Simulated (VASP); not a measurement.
# Ag (C2/c) in VASP: single point with PBE

Aim: the single point of Ag with PBE.

Program: VASP 6.6.1. These are calculated values, not measurements. Logs are shortened: lines on timing, memory, paths and dates and some standing lists are left out, and cuts for length are marked.

### 1 The cell of the first run

Symmetry: C2/c, No. 15, monoclinic system. Conventional cell: a = 2.934 Å, b = 5.082 Å, c = 9.590 Å, α = 90.00°, β = 92.29°, γ = 90.00°. Within 3.8 Å of Ag (site symmetry -1) lie 12 Ag at 2.89 to 2.99 Å. Ag (site symmetry 2) has 12 Ag at 2.89 to 2.99 Å within 3.8 Å.

### 2 Single point, PBE (shear of c along a, cell held: +4.0 %, then relaxed in part)

INCAR reads:

```
SYSTEM = Ag
  PREC = Accurate
  ENCUT = 520
  EDIFF = 1E-6
  ISMEAR = 0
  SIGMA = 0.1
  LREAL = .FALSE.
  LASPH = .TRUE.
  NELM = 100
  ALGO = Fast
  ISIF = 2
  LWAVE = .FALSE.
  LCHARG = .TRUE.
  GGA = PE
  LELF = .TRUE.
  LVHAR = .TRUE.
  NBANDS = 30
```

KPOINTS reads:

```
regular mesh
0
G
  24 24 6
  0 0 0
```

POSCAR reads:

```
Ag
1.0
    2.9342680618      0.0000000000      0.0000000000
   -1.4671340309      2.5411506830      0.0000000000
    0.3833040629      0.0000000000      9.5826015726
Ag
4
Direct
    0.0000000000      0.0000000000      0.0000000000
    0.0000000000      0.0000000000      0.5000000000
    0.3312750970      0.6625501940      0.2500000000
    0.6687249030      0.3374498060      0.7500000000
```

Potentials or basis: VASP PAW PBE potentials, release 64 (Ag).

Run with:

```console
$ cat potpaw_PBE.64/Ag/POTCAR > POTCAR
$ mpirun -np 1 vasp_std > vasp.out
```

OUTCAR:

```text
SYSTEM = Ag
   PREC = Accurate
   ENCUT = 520
   EDIFF = 1E-6
   ISMEAR = 0
   LREAL = .FALSE.
   LASPH = .TRUE.
   NELM = 100
   ISIF = 2
   GGA = PE

 ion  position               nearest neighbor table
   1  0.000  0.000  0.000-   4 2.89   3 2.89   4 2.93   3 2.93   3 2.99   4 2.99
   2  0.000  0.000  0.500-   3 2.89   4 2.89   3 2.93   4 2.93   4 2.99   3 2.99
   3  0.331  0.663  0.250-   1 2.89   2 2.89   2 2.93   1 2.93   2 2.99   1 2.99
   4  0.669  0.337  0.750-   1 2.89   2 2.89   2 2.93   1 2.93   2 2.99   1 2.99

  LATTYP: Found a base centered monoclinic cell.
 ALAT       =     2.9342680618
 B/A-ratio  =     1.7320508075
 C/A-ratio  =     3.2683668935
 COS(beta)  =    -0.0399680383

  Lattice vectors:

 A1 = (  -1.4671340309,   2.5411506830,   0.0000000000)
 A2 = (  -1.4671340309,  -2.5411506830,   0.0000000000)
 A3 = (   0.3833040629,   0.0000000000,   9.5826015726)

Analysis of symmetry for initial positions (statically):
=====================================================================
 Subroutine PRICEL returns:
 Original cell was already a primitive cell.

 Routine SETGRP: Setting up the symmetry group for a
 base centered monoclinic supercell.

 Subroutine GETGRP returns: Found  4 space group operations
 (whereof  2 operations were pure point group operations)
 out of a pool of  4 trial point group operations.

The static configuration has the point symmetry S_2 .
 The point group associated with its full space group is C_2h.

Analysis of symmetry for dynamics (positions and initial velocities):
=====================================================================
 Subroutine PRICEL returns:
 Original cell was already a primitive cell.

 Routine SETGRP: Setting up the symmetry group for a
 base centered monoclinic supercell.

 Subroutine GETGRP returns: Found  4 space group operations
 (whereof  2 operations were pure point group operations)
 out of a pool of  4 trial point group operations.

The dynamic configuration has the point symmetry S_2 .
 The point group associated with its full space group is C_2h.

 Subroutine INISYM returns: Found  4 space group operations
 (whereof  2 operations are pure point group operations),
 and found     1 'primitive' translations

----------------------------------------------------------------------------------------

                                     Primitive cell

  volume of cell :      71.4519

[... 93 lines left out ...]
   LREAL  =      F    real-space projection
   EDIFFG = 0.1E-04   stopping-criterion for IOM
   NSW    =      0    number of steps for IOM
   IBRION =     -1    ionic relax: 0-MD 1-quasi-New 2-CG
   NFREE  =      0    steps in history (QN), initial steepest desc. (CG)
   ISIF   =      2    stress and relaxation
   ISYM   =      2    0-nonsym 1-usesym 2-fastsym
   POTIM  = 0.5000    time-step for ionic-motion
   TEBEG  =    0.0;   TEEND  =   0.0 temperature during run
   PSTRESS=    0.0 pullay stress
   NELECT =      44.0000    total number of electrons
   NUPDOWN=      -1.0000    fix difference up-down
   EMIN   =  10.00;   EMAX   =-10.00  energy-range for DOS
   EFERMI =   0.00;   METHOD = LEGACY
   ISMEAR =     0;   SIGMA  =   0.10  broadening in eV -4-tet -1-fermi 0-gaus
   EFERMI_NEDOS =   21; number of points for ismear=-14 and -15
   IALGO  =     68    algorithm
   IMIX   =      4    mixing-type and parameters
     AMIX     =   0.40;   BMIX     =  1.00
     AMIX_MAG =   1.60;   BMIX_MAG =  1.00
  volume/ion in A,a.u.               =      17.86       120.55
  Fermi-wavevector in a.u.,A,eV,Ry     =   1.392797  2.632005 26.393720  1.939884
  Thomas-Fermi vector in A             =   2.516505
   LORBIT       =      0    0 simple, 1 ext, 2 COOP (PROOUT), +10 PAW based schemes
   GGA     = PE    functional components
   LHFCALC =     F    Hartree Fock is set to
   AEXX    =    0.0000 exact exchange contribution
   IVDW    =     0    specifies the selected vdW correction
   LEPSILON=     F    determine dielectric tensor
   LRPA    =     F    only Hartree local field effects (RPA)
 non-spin polarized calculation
 RMM-DIIS sequential band-by-band and
 Gauss-broadening in eV      SIGMA  =   0.10
  energy-cutoff  :      520.00
  volume of cell :       71.45
 maximum number of plane-waves:      1964
 NGX is ok and might be reduce to    24
   NGX = 11   NGY = 11   NGZ = 35

 number of electron      44.0000001 magnetization

 Free energy of the ion-electron system (eV)
  ---------------------------------------------------
  ext. energy  EPLUGINS =         0.00000000
  ---------------------------------------------------
  free energy    TOTEN  =       -10.86020193 eV

  energy without entropy =      -10.85527056  energy(sigma->0) =      -10.85773625

 E-fermi :   7.8364     XC(G=0): -11.9331

 val. band max:        7.8352170122   @ k =   0.1667   0.1250   0.5000
 cond. band min:       7.8366248912   @ k =   0.2500   0.2083   0.0000
 fundamental gap:      0.0014078789
 Fermi energy:         7.8364011819

 k-point     1 :       0.0000    0.0000    0.0000
  band No.  band energies     occupation
      1       0.3679      2.00000
      2       1.6867      2.00000
      3       1.6930      2.00000
      4       1.6970      2.00000
      5       3.0603      2.00000
      6       3.1339      2.00000
[... 781 lines left out ...]
     29      17.0931      0.00000
     30      18.1101      0.00000

 [... further k-points ...]

------------------------ aborting loop because EDIFF is reached ----------------------------------------

  FORCE on cell =-STRESS in cart. coord.  units (eV):
  Direction    XX          YY          ZZ          XY          YZ          ZX
  --------------------------------------------------------------------------------------
  -------------------------------------------------------------------------------------
  Total       -0.1165078     -0.1008309      0.1198203      0.0000000      0.0000000     -0.4114152
  in kB       -2.6124746     -2.2609489      2.6867516      0.0000000      0.0000000     -9.2252324
  external PRESSURE =      -0.7288906 kB  Pullay stress =       0.0000000 kB

 VOLUME and BASIS-vectors are now :
 -----------------------------------------------------------------------------
  energy-cutoff  :      520.00
  volume of cell :       71.45
      direct lattice vectors                 reciprocal lattice vectors
     2.934268062  0.000000000  0.000000000     0.340800492  0.196761256 -0.013632020
    -1.467134031  2.541150683  0.000000000     0.000000000  0.393522512  0.000000000
     0.383304063  0.000000000  9.582601573     0.000000000  0.000000000  0.104355794

 POSITION                                       TOTAL-FORCE (eV/Angst)
 -----------------------------------------------------------------------------------
      0.00000      0.00000      0.00000        -0.000000      0.000000      0.000000
      0.19165      0.00000      4.79130        -0.000000      0.000000      0.000000
      0.09583      1.68364      2.39565         0.000000     -0.000797      0.000000
      1.75461      0.85751      7.18695        -0.000000      0.000797      0.000000
 -----------------------------------------------------------------------------------
    total drift:                                0.000000      0.000000      0.000000

  FREE ENERGIE OF THE ION-ELECTRON SYSTEM (eV)
  ---------------------------------------------------
  free  energy   TOTEN  =       -10.8602019273 eV

  energy  without entropy=      -10.8552705634  energy(sigma->0) =      -10.85773625
```

OSZICAR:

```text
N       E                     dE             d eps       ncg     rms          rms(c)
DAV:   1     0.294028018421E+03    0.29403E+03   -0.22621E+04 54968   0.144E+03
DAV:   2    -0.539189551550E+01   -0.29942E+03   -0.28386E+03 56634   0.331E+02
DAV:   3    -0.117896205878E+02   -0.63977E+01   -0.63606E+01 63216   0.549E+01
DAV:   4    -0.118192787561E+02   -0.29658E-01   -0.29652E-01 58668   0.364E+00
DAV:   5    -0.118195749512E+02   -0.29620E-03   -0.29619E-03 63276   0.395E-01    0.926E+00
RMM:   6    -0.108914127558E+02    0.92816E+00   -0.27839E+00 54862   0.111E+01    0.605E+00
RMM:   7    -0.108693927905E+02    0.22020E-01   -0.87065E-02 56378   0.185E+00    0.354E+00
RMM:   8    -0.108603951075E+02    0.89977E-02   -0.60585E-03 57944   0.553E-01    0.376E-01
RMM:   9    -0.108601735161E+02    0.22159E-03   -0.13695E-03 59666   0.235E-01    0.715E-02
RMM:  10    -0.108602018034E+02   -0.28287E-04   -0.13161E-04 60906   0.645E-02    0.764E-02
RMM:  11    -0.108602013885E+02    0.41492E-06   -0.24762E-05 59960   0.323E-02    0.275E-02
RMM:  12    -0.108602019273E+02   -0.53882E-06   -0.53569E-06 56406   0.158E-02
   1 F= -.10860202E+02 E0= -.10857736E+02  d E =-.493136E-02
```

Run time: 30 min. Hardware: 1 thread of Oxide Virtual Turin-like, shared host; peak memory 1.3 GiB.

Results:

| Property | Result |
| --- | --- |
| Free energy | -10.8602 eV |
| Pressure | -0.1 GPa |
| Band gap on the k mesh | zero (bands 22 and 23 overlap by 6.37 eV) |

Stress tensor (GPa, compression positive):
```
-0.26  0.00 -0.92
 0.00 -0.23  0.00
-0.92  0.00  0.27
```

Caveat: the cell differs from its parent crystal (shear of c along a, cell held: +4.0 %, then relaxed in part).
